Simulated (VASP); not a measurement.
**Co: single point with PBE**

Co:

```
Co
1.0
     2.45839    0.00000    0.00000
    -1.22920    2.12903    0.00000
     0.00000    0.00000    3.96069
Co
2
Direct
  0.33333 0.66667 0.25000
  0.66667 0.33333 0.75000
```

```json
{
  "Program": "VASP 6.6.1",
  "Task": "single point",
  "Functional": "PBE",
  "Potentials or basis": "VASP PAW PBE potentials, release 64 (Co)",
  "Cutoff": "520 eV",
  "k mesh": "5 × 5 × 3",
  "Occupations": "fermi-dirac, width 0.1 eV",
  "Spin": "no spin polarisation",
  "Dipole correction": "no",
  "Further INCAR settings": "ALGO = Normal; EDIFF = 1e-06; NBANDS = 16"
}
```

```json
{
  "Pressure": "0.3 GPa",
  "Band gap on the k mesh": "zero (band 9 reaches 10.99 eV, above the bottom of band 10 at 9.84 eV)"
}
```

Stress tensor (GPa, compression positive):
```
 1.29  0.00  0.00
 0.00  1.29  0.00
 0.00  0.00 -1.69
```

Levels at points of the mesh, in eV from the Fermi level:
| k point | band 5 | band 6 | band 7 | band 8 | band 9 | band 10 | band 11 | band 12 | band 13 | band 14 |
| --- | --- | --- | --- | --- | --- | --- | --- | --- | --- | --- |
| (0.00, 0.00, 0.00) | -1.89 | -1.55 | -1.55 | -1.14 | -1.14 | 0.03 | 0.10 | 0.10 | 7.32 | 22.29 |

It took 5.3 s on 1 thread of Intel Xeon 8259CL, with other jobs on the host, peak memory 0.12 GiB.

Caveat: the k points lie up to 0.59 Å⁻¹ apart; the run has no spin polarisation, though such a crystal can be magnetic. Spin polarisation is off, so any magnetic state and its effect on volume and gap are missing.
